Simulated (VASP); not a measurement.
# Zn (P6/mmm) in VASP: single point with PBE

Aim: the single point of Zn with PBE.

All numbers are computed with VASP 6.6.1; they aren't measurements. Logs are shortened: lines on timing, memory, paths and dates and some standing lists are left out, and cuts for length are marked.

### 1 The cell of the first run

Symmetry: P6/mmm, No. 191, hexagonal system. The conventional cell has a = 2.576 Å, b = 2.576 Å, c = 3.037 Å, α = 90.00°, β = 90.00°, γ = 120.00°. Zn (site symmetry 6/mmm) has 8 Zn at 2.58 to 3.04 Å within 3.4 Å.

This isn't the form of Zn at room conditions, which is hcp.

### 2 Single point, PBE

Input file POSCAR:

```
Zn
1.0
    2.5760997482      0.0000000000      0.0000000000
   -1.2880498741      2.2309678246      0.0000000000
    0.0000000000      0.0000000000      3.0374491287
Zn
1
Direct
    0.0000000000      0.0000000000      0.5000000000
```

Input file INCAR.step1:

```
PREC = Accurate
ENCUT = 520
EDIFF = 1E-7
ISMEAR = 0
SIGMA = 0.1
LREAL = F
LASPH = T
NELM = 80
ALGO = Fast
ISIF = 2
LWAVE = F
LCHARG = T
GGA = PE
NBANDS = 12
```

Input file KPOINTS.step1:

```
regular mesh
0
Gamma
  24 24 18
```

Input file INCAR.step2:

```
PREC = Accurate
ENCUT = 520
EDIFF = 1E-7
ISMEAR = -5
SIGMA = 0.1
LREAL = F
LASPH = T
NELM = 80
ALGO = Fast
ISIF = 2
LWAVE = F
LCHARG = F
GGA = PE
LORBIT = 11
NBANDS = 12
NEDOS = 1001
ICHARG = 11
```

Input file KPOINTS.step2:

```
regular mesh
0
Gamma
  36 36 27
```

Potentials or basis: VASP PAW PBE potentials, release 64 (Zn).

Command:

```bash
$ cat potpaw_PBE.64/Zn/POTCAR > POTCAR
$ cp INCAR.step1 INCAR
$ cp KPOINTS.step1 KPOINTS
$ mpirun -np 1 vasp_std > vasp.out
$ cp INCAR.step2 INCAR
$ cp KPOINTS.step2 KPOINTS
$ mpirun -np 1 vasp_std > vasp.out
```

OUTCAR:

```text
PREC = Accurate
   ENCUT = 520
   EDIFF = 1E-7
   ISMEAR = -5
   LREAL = F
   LASPH = T
   NELM = 80
   ISIF = 2
   GGA = PE
   LORBIT = 11
   ICHARG = 11

 ion  position               nearest neighbor table
   1  0.000  0.000  0.500-

  LATTYP: Found a hexagonal cell.
 ALAT       =     2.5760997482
 C/A-ratio  =     1.1790883217

  Lattice vectors:

 A1 = (   2.5760997482,   0.0000000000,   0.0000000000)
 A2 = (  -1.2880498741,   2.2309678246,   0.0000000000)
 A3 = (   0.0000000000,   0.0000000000,   3.0374491287)

Analysis of symmetry for initial positions (statically):
=====================================================================
 Subroutine PRICEL returns:
 Original cell was already a primitive cell.

 Routine SETGRP: Setting up the symmetry group for a
 hexagonal supercell.

 Subroutine GETGRP returns: Found 24 space group operations
 (whereof 24 operations were pure point group operations)
 out of a pool of 24 trial point group operations.

The static configuration has the point symmetry D_6h.

Analysis of symmetry for dynamics (positions and initial velocities):
=====================================================================
 Subroutine PRICEL returns:
 Original cell was already a primitive cell.

 Routine SETGRP: Setting up the symmetry group for a
 hexagonal supercell.

 Subroutine GETGRP returns: Found 24 space group operations
 (whereof 24 operations were pure point group operations)
 out of a pool of 24 trial point group operations.

The dynamic configuration has the point symmetry D_6h.

 Subroutine INISYM returns: Found 24 space group operations
 (whereof 24 operations are pure point group operations),
 and found     1 'primitive' translations

----------------------------------------------------------------------------------------

                                     Primitive cell

  volume of cell :      17.4568

  direct lattice vectors                    reciprocal lattice vectors
     2.576099748  0.000000000  0.000000000     0.388183726  0.224117979  0.000000000
    -1.288049874  2.230967825  0.000000000     0.000000000  0.448235958  0.000000000
     0.000000000  0.000000000  3.037449129     0.000000000  0.000000000  0.329223621

  length of vectors
     2.576099748  2.576099748  3.037449129     0.448235958  0.448235958  0.329223621

  position of ions in fractional coordinates (direct lattice)
     0.000000000  0.000000000  0.500000000

  ion indices of the primitive-cell ions
   primitive index   ion index
                 1           1

----------------------------------------------------------------------------------------

 KPOINTS: regular mesh

Automatic generation of k-mesh.
 Grid dimensions read from file:
 generate k-points for:   36   36   27

 Generating k-lattice:

  Cartesian coordinates                     Fractional coordinates (reciprocal lattice)
     0.010782881  0.006225499  0.000000000     0.027777778  0.000000000  0.000000000
     0.000000000  0.012450999  0.000000000     0.000000000  0.027777778  0.000000000
     0.000000000  0.000000000  0.012193467     0.000000000  0.000000000  0.037037037

  Length of vectors
     0.012450999  0.012450999  0.012193467

  Shift w.r.t. Gamma in fractional coordinates (k-lattice)
     0.000000000  0.000000000  0.000000000

 TETIRR: Found  34737 inequivalent tetrahedra from   209952

 Subroutine IBZKPT returns following result:
 ===========================================

 Found   1778 irreducible k-points:

 Following reciprocal coordinates:
            Coordinates               Weight
  0.000000  0.000000  0.000000      1.000000
  0.027778  0.000000  0.000000      6.000000
  0.055556  0.000000  0.000000      6.000000
  0.083333  0.000000  0.000000      6.000000
  0.111111  0.000000  0.000000      6.000000
  0.138889  0.000000  0.000000      6.000000
[... 16 lines left out ...]
  0.111111  0.027778  0.000000     12.000000
  0.138889  0.027778  0.000000     12.000000
 [... further k-points ...]
   k-points           NKPTS =   1778   k-points in BZ     NKDIM =   1778   number of bands    NBANDS=     12
   number of dos      NEDOS =   1001   number of ions     NIONS =      1
   total plane-waves  NPLWV =   9600
   dimension x,y,z NGX =    20 NGY =   20 NGZ =   24
   dimension x,y,z NGXF=    40 NGYF=   40 NGZF=   48
   ions per type =               1
   NGX,Y,Z   is equivalent  to a cutoff of  12.91, 12.91, 13.14 a.u.
   NGXF,Y,Z  is equivalent  to a cutoff of  25.81, 25.81, 26.27 a.u.
 SYSTEM =  unknown system
   PREC   = accura    normal or accurate (medium, high low for compatibility)
   ISTART =      0    job   : 0-new  1-cont  2-samecut
   ICHARG =     11    charge: 1-file 2-atom 10-const
   ISPIN  =      1    spin polarized calculation?
   LNONCOLLINEAR =      F non collinear calculations
   LSORBIT =      F    spin-orbit coupling
   LASPH  =      T    aspherical Exc in radial PAW
   ENCUT  =  520.0 eV  38.22 Ry    6.18 a.u.   4.79  4.79  5.65*2*pi/ulx,y,z
   NELM   =     80;   NELMIN=  2; NELMDL=  0     # of ELM steps
   EDIFF  = 0.1E-06   stopping-criterion for ELM
   LREAL  =      F    real-space projection
   EDIFFG = 0.1E-05   stopping-criterion for IOM
   NSW    =      0    number of steps for IOM
   IBRION =     -1    ionic relax: 0-MD 1-quasi-New 2-CG
   NFREE  =      0    steps in history (QN), initial steepest desc. (CG)
   ISIF   =      2    stress and relaxation
   ISYM   =      2    0-nonsym 1-usesym 2-fastsym
   POTIM  = 0.5000    time-step for ionic-motion
   TEBEG  =    0.0;   TEEND  =   0.0 temperature during run
   PSTRESS=    0.0 pullay stress
   NELECT =      12.0000    total number of electrons
   NUPDOWN=      -1.0000    fix difference up-down
   EMIN   =  10.00;   EMAX   =-10.00  energy-range for DOS
   EFERMI =   0.00;   METHOD = LEGACY
   ISMEAR =    -5;   SIGMA  =   0.10  broadening in eV -4-tet -1-fermi 0-gaus
   EFERMI_NEDOS =   21; number of points for ismear=-14 and -15
   IALGO  =     68    algorithm
   IMIX   =      4    mixing-type and parameters
     AMIX     =   0.40;   BMIX     =  1.00
     AMIX_MAG =   1.60;   BMIX_MAG =  1.00
  volume/ion in A,a.u.               =      17.46       117.80
  Fermi-wavevector in a.u.,A,eV,Ry     =   1.444819  2.730313 28.402206  2.087503
  Thomas-Fermi vector in A             =   2.563071
   LORBIT       =     11    0 simple, 1 ext, 2 COOP (PROOUT), +10 PAW based schemes
   GGA     = PE    functional components
   LHFCALC =     F    Hartree Fock is set to
   AEXX    =    0.0000 exact exchange contribution
   IVDW    =     0    specifies the selected vdW correction
   LEPSILON=     F    determine dielectric tensor
   LRPA    =     F    only Hartree local field effects (RPA)
 non-spin polarized calculation
 RMM-DIIS sequential band-by-band and
 Fermi weights with tetrahedron method with Bloechl corrections
  energy-cutoff  :      520.00
  volume of cell :       17.46
 maximum number of plane-waves:       482
 NGX is ok and might be reduce to    20

 number of electron      12.0000004 magnetization

 Free energy of the ion-electron system (eV)
  ---------------------------------------------------
  ext. energy  EPLUGINS =         0.00000000
  ---------------------------------------------------
  free energy    TOTEN  =        -0.99561180 eV

  energy without entropy =       -0.99561180  energy(sigma->0) =       -0.99561180

 E-fermi :   2.1333     XC(G=0): -10.7312

 val. band max:        2.1959227941   @ k =   0.3889   0.2222   0.1481
 cond. band min:       2.0807342578   @ k =   0.4444   0.1111   0.0000
 fundamental gap:     -0.1151885363
 Fermi energy:         2.1333299019

 k-point     1 :       0.0000    0.0000    0.0000
  band No.  band energies     occupation
      1      -7.4726      2.00000
      2      -5.7852      2.00000
      3      -5.4484      2.00000
      4      -5.4484      2.00000
      5      -4.8525      2.00000
      6      -4.8525      2.00000
      7       8.4713      0.00000
      8      12.4525      0.00000
      9      22.2210      0.00000
     10      22.2210      0.00000
     11      23.1368      0.00000
     12      25.0978      0.00000

 k-point     2 :       0.0278    0.0000    0.0000
  band No.  band energies     occupation
      1      -7.4480      2.00000
      2      -5.7814      2.00000
      3      -5.4521      2.00000
      4      -5.4421      2.00000
      5      -4.8581      2.00000
      6      -4.8534      2.00000
      7       8.5013      0.00000
      8      12.4670      0.00000
      9      21.7319      0.00000
     10      21.9816      0.00000
     11      22.8322      0.00000
     12      25.3760      0.00000

 k-point     3 :       0.0556    0.0000    0.0000
  band No.  band energies     occupation
      1      -7.3746      2.00000
      2      -5.7698      2.00000
      3      -5.4627      2.00000
      4      -5.4234      2.00000
      5      -4.8748      2.00000
      6      -4.8563      2.00000
      7       8.5911      0.00000
      8      12.5102      0.00000
      9      20.5453      0.00000
     10      21.4321      0.00000
     11      22.5026      0.00000
     12      26.0421      0.00000
[... 286 lines left out ...]
 k-point    23 :       0.1111    0.0278    0.0000
  band No.  band energies     occupation
      1      -6.9718      2.00000
      2      -5.7049      2.00000
      3      -5.5119      2.00000
      4      -5.3184      2.00000
      5      -4.9625      2.00000
      6      -4.8722      2.00000
      7       9.0922      0.00000
      8      12.7370      0.00000
      9      17.1103      0.00000
     10      19.2232      0.00000
     11      22.1165      0.00000
     12      27.6314      0.00000

 k-point    24 :       0.1389    0.0278    0.0000
  band No.  band energies     occupation
      1      -6.7510      2.00000
      2      -5.6668      2.00000
      3      -5.5248      2.00000
      4      -5.2592      2.00000
      5      -5.0092      2.00000
      6      -4.8809      2.00000
      7       9.3812      0.00000
      8      12.8364      0.00000
      9      15.7827      0.00000
     10      18.5997      0.00000
     11      21.7411      0.00000
     12      28.5250      0.00000

 [... further k-points ...]

------------------------ aborting loop because EDIFF is reached ----------------------------------------

  FORCE on cell =-STRESS in cart. coord.  units (eV):
  Direction    XX          YY          ZZ          XY          YZ          ZX
  --------------------------------------------------------------------------------------
  -------------------------------------------------------------------------------------
  Total        0.0033841      0.0033841      0.0012263      0.0000000      0.0000000     -0.0000000
  in kB        0.3105887      0.3105887      0.1125489      0.0000000      0.0000000     -0.0000000
  external PRESSURE =       0.2445755 kB  Pullay stress =       0.0000000 kB

 VOLUME and BASIS-vectors are now :
 -----------------------------------------------------------------------------
  energy-cutoff  :      520.00
  volume of cell :       17.46
      direct lattice vectors                 reciprocal lattice vectors
     2.576099748  0.000000000  0.000000000     0.388183726  0.224117979  0.000000000
    -1.288049874  2.230967825  0.000000000     0.000000000  0.448235958  0.000000000
     0.000000000  0.000000000  3.037449129     0.000000000  0.000000000  0.329223621

 POSITION                                       TOTAL-FORCE (eV/Angst)
 -----------------------------------------------------------------------------------
      0.00000      0.00000      1.51872         0.000000      0.000000      0.000000
 -----------------------------------------------------------------------------------
    total drift:                                0.000000      0.000000      0.000000

  FREE ENERGIE OF THE ION-ELECTRON SYSTEM (eV)
  ---------------------------------------------------
  free  energy   TOTEN  =        -0.9956117968 eV

  energy  without entropy=       -0.9956117968  energy(sigma->0) =       -0.99561180

 total charge

# of ion       s       p       d       tot
------------------------------------------
    1        0.629   0.428   9.714  10.771
```

Run time: 6.6 min. Hardware: 1 thread of Intel Xeon 8259CL, shared host; peak memory 0.5 GiB.

What came out:

```yaml
Valence_electrons_inside_the_program's_atomic_spheres: Zn 10.77
```

Levels at points of the mesh, in eV from the Fermi level:
| k point | band 3 | band 4 | band 5 | band 6 | band 7 | band 8 | band 9 | band 10 |
| --- | --- | --- | --- | --- | --- | --- | --- | --- |
| (0.00, 0.00, 0.00) | -7.58 | -7.58 | -6.99 | -6.99 | 6.34 | 10.32 | 20.09 | 20.09 |
| (0.50, 0.00, 0.00) | -7.45 | -7.11 | -6.69 | -1.97 | -0.24 | 12.58 | 13.35 | 15.49 |
